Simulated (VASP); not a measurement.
# Si (a cell with a defect) in VASP: relaxation of the atoms with LDA

Aim: the relaxation of the atoms of Si (a cell with a defect) with LDA.

All numbers are computed with VASP 6.6.1; they aren't measurements. Logs are shortened: lines on timing, memory, paths and dates and some standing lists are left out, and cuts for length are marked.

**1. The cell of the first run**

The cell holds a defect, 17 atoms: a = 7.679 Å, b = 7.679 Å, c = 7.679 Å, α = 60.00°, β = 60.00°, γ = 60.00°.

**2. Relaxation of the atoms, LDA**

Input file INCAR:

```
PREC = Accurate
ENCUT = 520
EDIFF = 1E-6
ISMEAR = -1
SIGMA = 0.02
LREAL = Auto
LASPH = True
NELM = 60
ALGO = Normal
ISIF = 2
LWAVE = False
LCHARG = False
GGA = CA
IBRION = 2
NSW = 80
EDIFFG = -0.03
LUSENCCL = False
```

Input file KPOINTS:

```
regular mesh
0
Gamma
  2 2 2
```

Input file POSCAR:

```
Si
1.0
    0.0000000000      5.4300000000      5.4300000000
    5.4300000000      0.0000000000      5.4300000000
    5.4300000000      5.4300000000      0.0000000000
Si
17
Direct
    0.0000000000      0.0000000000      0.0000000000
    0.1250000000      0.1250000000      0.1250000000
    0.0000000000      0.0000000000      0.5000000000
    0.1250000000      0.1250000000      0.6250000000
    0.0000000000      0.5000000000      0.0000000000
    0.1250000000      0.6250000000      0.1250000000
    0.0000000000      0.5000000000      0.5000000000
    0.1250000000      0.6250000000      0.6250000000
    0.5000000000      0.0000000000      0.0000000000
    0.6250000000      0.1250000000      0.1250000000
    0.5000000000      0.0000000000      0.5000000000
    0.6250000000      0.1250000000      0.6250000000
    0.5000000000      0.5000000000      0.0000000000
    0.6250000000      0.6250000000      0.1250000000
    0.5000000000      0.5000000000      0.5000000000
    0.6250000000      0.6250000000      0.6250000000
    0.3643466600      0.3781580700      0.3866876900
```

Potentials or basis: VASP PAW LDA potentials, release 64 (Si).

Started as:

```
$ cat potpaw_LDA.64/Si/POTCAR > POTCAR
$ mpirun -np 1 vasp_std > vasp.out
```

OUTCAR:

```text
PREC = Accurate
   ENCUT = 520
   EDIFF = 1E-6
   ISMEAR = -1
   LREAL = Auto
   LASPH = True
   NELM = 60
   ISIF = 2
   GGA = CA
   IBRION = 2
   NSW = 80
   EDIFFG = -0.03

 ion  position               nearest neighbor table
   1  0.000  0.000  0.000-   2 2.35   4 2.35   6 2.35  10 2.35
   2  0.125  0.125  0.125-   1 2.35   3 2.35   5 2.35   9 2.35
   3  0.000  0.000  0.500-   2 2.35   4 2.35   8 2.35  12 2.35
   4  0.125  0.125  0.625-   1 2.35   3 2.35   7 2.35  11 2.35  17 2.68
   5  0.000  0.500  0.000-   2 2.35   6 2.35   8 2.35  14 2.35
   6  0.125  0.625  0.125-   1 2.35   5 2.35   7 2.35  13 2.35  17 2.72
   7  0.000  0.500  0.500-  17 2.29   6 2.35   8 2.35  16 2.35   4 2.35
   8  0.125  0.625  0.625-   3 2.35   5 2.35   7 2.35  15 2.35  17 2.63
   9  0.500  0.000  0.000-   2 2.35  10 2.35  12 2.35  14 2.35
  10  0.625  0.125  0.125-   1 2.35   9 2.35  11 2.35  13 2.35  17 2.80
  11  0.500  0.000  0.500-   4 2.35  10 2.35  12 2.35  16 2.35  17 2.37
  12  0.625  0.125  0.625-   3 2.35   9 2.35  11 2.35  15 2.35  17 2.71
  13  0.500  0.500  0.000-   6 2.35  10 2.35  14 2.35  16 2.35  17 2.43
  14  0.625  0.625  0.125-   5 2.35   9 2.35  13 2.35  15 2.35  17 2.76
  15  0.500  0.500  0.500-  17 2.33  12 2.35  14 2.35  16 2.35   8 2.35
  16  0.625  0.625  0.625-   7 2.35  11 2.35  13 2.35  15 2.35
  17  0.364  0.378  0.387-   7 2.29  15 2.33  11 2.37  13 2.43   8 2.63   4 2.68  12 2.71   6 2.72
                            14 2.76  10 2.80

  LATTYP: Found a face centered cubic cell.
 ALAT       =    10.8600000000

  Lattice vectors:

 A1 = (   0.0000000000,   5.4300000000,   5.4300000000)
 A2 = (   5.4300000000,   0.0000000000,   5.4300000000)
 A3 = (   5.4300000000,   5.4300000000,   0.0000000000)

Analysis of symmetry for initial positions (statically):
=====================================================================
 Subroutine PRICEL returns:
 Original cell was already a primitive cell.

 Routine SETGRP: Setting up the symmetry group for a
 face centered cubic supercell.

 Subroutine GETGRP returns: Found  1 space group operations
 (whereof  1 operations were pure point group operations)
 out of a pool of 48 trial point group operations.

The static configuration has the point symmetry C_1 .

Analysis of symmetry for dynamics (positions and initial velocities):
=====================================================================
 Subroutine PRICEL returns:
 Original cell was already a primitive cell.

 Routine SETGRP: Setting up the symmetry group for a
 face centered cubic supercell.

 Subroutine GETGRP returns: Found  1 space group operations
 (whereof  1 operations were pure point group operations)
[... 107 lines left out ...]
   ISTART =      0    job   : 0-new  1-cont  2-samecut
   ICHARG =      2    charge: 1-file 2-atom 10-const
   ISPIN  =      1    spin polarized calculation?
   LNONCOLLINEAR =      F non collinear calculations
   LSORBIT =      F    spin-orbit coupling
   LASPH  =      T    aspherical Exc in radial PAW
   ENCUT  =  520.0 eV  38.22 Ry    6.18 a.u.  14.28 14.28 14.28*2*pi/ulx,y,z
   NELM   =     60;   NELMIN=  2; NELMDL= -5     # of ELM steps
   EDIFF  = 0.1E-05   stopping-criterion for ELM
   LREAL  =      T    real-space projection
   EDIFFG = -.3E-01   stopping-criterion for IOM
   NSW    =     80    number of steps for IOM
   IBRION =      2    ionic relax: 0-MD 1-quasi-New 2-CG
   NFREE  =      1    steps in history (QN), initial steepest desc. (CG)
   ISIF   =      2    stress and relaxation
   ISYM   =      2    0-nonsym 1-usesym 2-fastsym
   POTIM  = 0.5000    time-step for ionic-motion
   TEBEG  =    0.0;   TEEND  =   0.0 temperature during run
   PSTRESS=    0.0 pullay stress
   NELECT =      68.0000    total number of electrons
   NUPDOWN=      -1.0000    fix difference up-down
   EMIN   =  10.00;   EMAX   =-10.00  energy-range for DOS
   EFERMI =   0.00;   METHOD = LEGACY
   ISMEAR =    -1;   SIGMA  =   0.02  broadening in eV -4-tet -1-fermi 0-gaus
   EFERMI_NEDOS =   21; number of points for ismear=-14 and -15
   IALGO  =     38    algorithm
   IMIX   =      4    mixing-type and parameters
     AMIX     =   0.40;   BMIX     =  1.00
     AMIX_MAG =   1.60;   BMIX_MAG =  1.00
  volume/ion in A,a.u.               =      18.84       127.11
  Fermi-wavevector in a.u.,A,eV,Ry     =   0.976715  1.845724 12.979587  0.953973
  Thomas-Fermi vector in A             =   2.107356
   LORBIT       =      0    0 simple, 1 ext, 2 COOP (PROOUT), +10 PAW based schemes
   GGA     = CA    functional components
   LHFCALC =     F    Hartree Fock is set to
   AEXX    =    0.0000 exact exchange contribution
   IVDW    =     0    specifies the selected vdW correction
   LEPSILON=     F    determine dielectric tensor
   LRPA    =     F    only Hartree local field effects (RPA)
 conjugate gradient relaxation of ions
 non-spin polarized calculation
  energy-cutoff  :      520.00
  volume of cell :      320.21
 maximum number of plane-waves:      8646
 NGX is ok and might be reduce to    60
   NGX = 29   NGY = 29   NGZ = 29

--------------------------------------- Ionic step        1  -------------------------------------------

 number of electron      68.0000004 magnetization

 Free energy of the ion-electron system (eV)
  ---------------------------------------------------
  ext. energy  EPLUGINS =         0.00000000
  ---------------------------------------------------
  free energy    TOTEN  =       -97.41923919 eV

  energy without entropy =      -97.40958814  energy(sigma->0) =      -97.41441367

------------------------ aborting loop because EDIFF is reached ----------------------------------------

  FORCE on cell =-STRESS in cart. coord.  units (eV):
  Direction    XX          YY          ZZ          XY          YZ          ZX
  --------------------------------------------------------------------------------------
  -------------------------------------------------------------------------------------
  Total        4.4977680      4.4325574      4.4474658     -0.4880556      0.9682348      0.0178985
  in kB       22.5049549     22.1786685     22.2532636     -2.4420264      4.8446431      0.0895566
  external PRESSURE =      22.3122957 kB  Pullay stress =       0.0000000 kB
[... 344 lines left out ...]
--------------------------------------- Ionic step        8  -------------------------------------------

 number of electron      68.0000000 magnetization

 Free energy of the ion-electron system (eV)
  ---------------------------------------------------
  ext. energy  EPLUGINS =         0.00000000
  ---------------------------------------------------
  free energy    TOTEN  =       -97.55777302 eV

  energy without entropy =      -97.54655109  energy(sigma->0) =      -97.55216205

 E-fermi :   6.7908     XC(G=0):  -9.8492

 val. band max:        6.5796483343   @ k =   0.0000   0.0000   0.0000
 cond. band min:       6.8077698958   @ k =   0.5000   0.0000   0.5000
 fundamental gap:      0.2281215614
 Fermi energy:         6.7908129045

 k-point     1 :       0.0000    0.0000    0.0000
  band No.  band energies     occupation
      1      -6.3624      2.00000
      2      -3.8225      2.00000
      3      -3.6722      2.00000
      4      -3.6698      2.00000
      5      -3.6677      2.00000
      6      -2.8407      2.00000
[... 401 lines left out ...]
  FREE ENERGIE OF THE ION-ELECTRON SYSTEM (eV)
  ---------------------------------------------------
  free  energy   TOTEN  =       -97.5577730177 eV

  energy  without entropy=      -97.5465510868  energy(sigma->0) =      -97.55216205

 reached required accuracy - stopping structural energy minimisation
```

OSZICAR:

```text
N       E                     dE             d eps       ncg     rms          rms(c)
DAV:   1     0.181176434907E+03    0.18118E+03   -0.26790E+04   688   0.131E+03
DAV:   2    -0.815520460806E+02   -0.26273E+03   -0.25319E+03   827   0.189E+02
DAV:   3    -0.992469273417E+02   -0.17695E+02   -0.17379E+02   880   0.434E+01
DAV:   4    -0.997232172294E+02   -0.47629E+00   -0.46949E+00   832   0.854E+00
[... 55 lines left out ...]
       N       E                     dE             d eps       ncg     rms          rms(c)
DAV:   1    -0.975577565808E+02   -0.29123E-03   -0.53137E-03   706   0.295E-01    0.354E-02
DAV:   2    -0.975577763999E+02   -0.19819E-04   -0.26775E-04   864   0.668E-02    0.126E-02
DAV:   3    -0.975577736057E+02    0.27942E-05   -0.98091E-06   832   0.135E-02    0.710E-03
DAV:   4    -0.975577730177E+02    0.58798E-06   -0.25843E-06   496   0.595E-03
   8 F= -.97557773E+02 E0= -.97552162E+02  d E =-.307720E-03
```

CONTCAR:

```text
Si
    1.000000000000000
     0.0000000000000000    5.4299999999999997    5.4299999999999997
     5.4299999999999997    0.0000000000000000    5.4299999999999997
     5.4299999999999997    5.4299999999999997    0.0000000000000000
  Si
    17
Direct
     0.0003271820677563    0.0005099315310655    0.0006189435524705
     0.1251300879501540    0.1249696336604438    0.1248433534301096
     0.0004872190681356    0.0006452933479719    0.4983106905909347
     0.1214164020987219    0.1221904507225769    0.6282261491811549
     0.0003984004381027    0.4984525744372593    0.0006754121909056
     0.1212876575118645    0.6281440027144438    0.1224569821432506
[... 9 lines left out ...]
     0.6224931594398259    0.6257130440272923    0.6278025874516654
     0.3720157409459828    0.3758271580964591    0.3783898907631567

  0.00000000E+00  0.00000000E+00  0.00000000E+00
  0.00000000E+00  0.00000000E+00  0.00000000E+00
  0.00000000E+00  0.00000000E+00  0.00000000E+00
  0.00000000E+00  0.00000000E+00  0.00000000E+00
  0.00000000E+00  0.00000000E+00  0.00000000E+00
  0.00000000E+00  0.00000000E+00  0.00000000E+00
[... 9 lines left out ...]
  0.00000000E+00  0.00000000E+00  0.00000000E+00
  0.00000000E+00  0.00000000E+00  0.00000000E+00
```

Wall time 3.3 min (1 × NVIDIA H100 80GB with 1 thread of Intel Xeon Platinum 8481C at 2.70GHz (Sapphire Rapids), shared host); peak memory 1.4 GiB.

What came out:

```
Free energy                  : -97.5578 eV
Energy gained by relaxing    : 8.1 meV/atom
Ionic steps                  : 8
Pressure after relaxing      : 1.7 GPa
Largest force after relaxing : 0.026 eV/Å
Band gap on the k mesh       : zero (bands 34 and 35 overlap by 0.24 eV)
```

Forces in eV/Å, atoms in the order of the input:
```
Si  -0.002 -0.002  0.000
Si   0.004  0.000 -0.002
Si   0.002  0.003 -0.003
Si   0.003 -0.005  0.007
Si   0.000 -0.003  0.003
Si   0.007  0.007 -0.007
Si   0.005  0.009  0.001
Si  -0.006 -0.002 -0.001
Si  -0.003  0.002  0.003
Si   0.012  0.004 -0.004
Si  -0.001  0.010 -0.013
Si   0.001 -0.009  0.003
Si  -0.011 -0.018  0.015
Si   0.006  0.007 -0.010
Si   0.010  0.001 -0.005
Si  -0.009 -0.001  0.005
Si  -0.017 -0.001  0.009
```

The path:
```
step  energy change (eV)  largest force (eV/Å)  pressure (GPa)
   1              0.0000                1.2166            2.23
   2             -0.1292                0.2249            1.77
   3             -0.1302                0.2549            1.74
   4             -0.1364                0.1108            1.73
   5             -0.1366                0.1149            1.73
   6             -0.1379                0.0633            1.74
   7             -0.1382                0.0307            1.75
   8             -0.1385                0.0256            1.75
```

Final structure:
```yaml
crystal:
  lattice:
    - [0.00000, 5.43000, 5.43000]
    - [5.43000, 0.00000, 5.43000]
    - [5.43000, 5.43000, 0.00000]
  atoms:
    - { symbol: Si, position: [0.00033, 0.00051, 0.00062] }
    - { symbol: Si, position: [0.12513, 0.12497, 0.12484] }
    - { symbol: Si, position: [0.00049, 0.00065, 0.49831] }
    - { symbol: Si, position: [0.12142, 0.12219, 0.62823] }
    - { symbol: Si, position: [0.00040, 0.49845, 0.00068] }
    - { symbol: Si, position: [0.12129, 0.62814, 0.12246] }
    - { symbol: Si, position: [0.99177, 0.50276, 0.50273] }
    - { symbol: Si, position: [0.12156, 0.62824, 0.62826] }
    - { symbol: Si, position: [0.49860, 0.00046, 0.00058] }
    - { symbol: Si, position: [0.62799, 0.12180, 0.12220] }
    - { symbol: Si, position: [0.50161, 0.99492, 0.50181] }
    - { symbol: Si, position: [0.62811, 0.12205, 0.62819] }
    - { symbol: Si, position: [0.50091, 0.50111, 0.99697] }
    - { symbol: Si, position: [0.62804, 0.62810, 0.12233] }
    - { symbol: Si, position: [0.50220, 0.50227, 0.50230] }
    - { symbol: Si, position: [0.62249, 0.62571, 0.62780] }
    - { symbol: Si, position: [0.37202, 0.37583, 0.37839] }
```

Caveat: the k points lie up to 0.50 Å⁻¹ apart.
